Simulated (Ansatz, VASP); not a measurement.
Two plane-wave programs on Ga2O3

```
CELL_PARAMETERS angstrom
2.49230 1.47254 4.49146
-2.49230 1.47254 4.49146
0.00000 -2.84426 4.45908
ATOMIC_POSITIONS crystal
Ga 0.35540 0.35540 0.35540
Ga 0.14460 0.14460 0.14460
Ga 0.64460 0.64460 0.64460
Ga 0.85540 0.85540 0.85540
O 0.55363 0.94637 0.25000
O 0.25000 0.55363 0.94637
O 0.94637 0.25000 0.55363
O 0.44637 0.05363 0.75000
O 0.75000 0.44637 0.05363
O 0.05363 0.75000 0.44637
```

Change from the starting cell: strain +0.0150 x Voigt [0, 0, 0, 1, 0, 0], atoms carried along.

Alike in both runs: task single point; functional r2SCAN; k mesh 6 × 6 × 6; occupations gaussian, width 0.05 eV; no spin polarisation.

|  | VASP | Ansatz |
| --- | --- | --- |
| version | VASP 6.6.1 | Ansatz 0.2.0 |
| potentials or method | VASP PAW PBE potentials, release 64 (Ga_d, O), cutoff 520 eV | scalar-relativistic, plane waves, PAW |
| valence electrons in the cell | 88 | 88 |

```tsv
	VASP	Ansatz	Ansatz less VASP
gap on the k mesh at the Fermi level (eV)	3.53	3.54	+0.007
least direct gap on the mesh (eV)	3.80	3.80	+0.002
pressure (GPa)	2.0	0.0	-1.92
traceless stress, the component that is largest in VASP (GPa)	-1.67	-1.60	+0.070
rms of the force components (eV/Å)	0.054	0.048	-0.0064
```

VASP's potentials were made for PBE, not for r2SCAN. Atom by atom the forces differ by 0.021 eV/Å (rms over components). The functional is the same, so the differences come from potentials, cutoffs and numerics.
